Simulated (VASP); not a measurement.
Wanted: the native input for a VASP 6.6.1 run.

* Task: single point
* Functional: PBE
* Potentials or basis: VASP PAW PBE potentials, release 64 (Ge_d)
* Cutoff: 520 eV
* k mesh: 14 × 14 × 14
* Occupations: gaussian, width 0.15 eV
* Spin: no spin polarisation
* Dipole correction: no
* Further INCAR settings: ALGO = Normal; EDIFF = 1e-06; NBANDS = 21

The structure of Ge lies in POSCAR:

```
Ge
1.0
   -0.0288053477      2.8805347716      2.9093401193
    2.8805347716     -0.0288053477      2.9093401193
    2.8517294239      2.8517294239      0.0000000000
Ge
2
Direct
    0.5000000000      0.5000000000      0.5000000000
    0.7500000000      0.7500000000      0.7500000000
```

This cell differs from its parent crystal: engineering shear strain xy -0.0200, normal strain along z +0.0100.

The input as run:

INCAR

```
SYSTEM = Ge
PREC = Accurate
ENCUT = 520
EDIFF = 1E-6
ISMEAR = 0
SIGMA = 0.15
LREAL = .FALSE.
LASPH = .TRUE.
NELM = 60
ALGO = Normal
ISIF = 2
LWAVE = .FALSE.
LCHARG = .FALSE.
GGA = PE
NBANDS = 21
```

KPOINTS

```
Automatic mesh
0
G
  14 14 14
  0 0 0
```

Potentials or basis: VASP PAW PBE potentials, release 64 (Ge_d).

Run with:

```sh
$ cat potpaw_PBE.64/Ge_d/POTCAR > POTCAR
$ mpirun -np 1 vasp_std > vasp.out
```

Results of the run:

```yaml
Pressure: -0.5 GPa
Largest_force: 0.142 eV/Å
Band_gap_on_the_k_mesh: zero (bands 14 and 15 overlap by 0.09 eV)
```

Caveat: the cell differs from its parent crystal (engineering shear strain xy -0.0200, normal strain along z +0.0100); semilocal functionals underestimate gaps, so a narrow gap can read as zero.

Run time: 2.9 min on 1 thread of Intel(R) Xeon(R) 6975P-C (Granite Rapids) (shared host), peak memory 0.43 GiB.
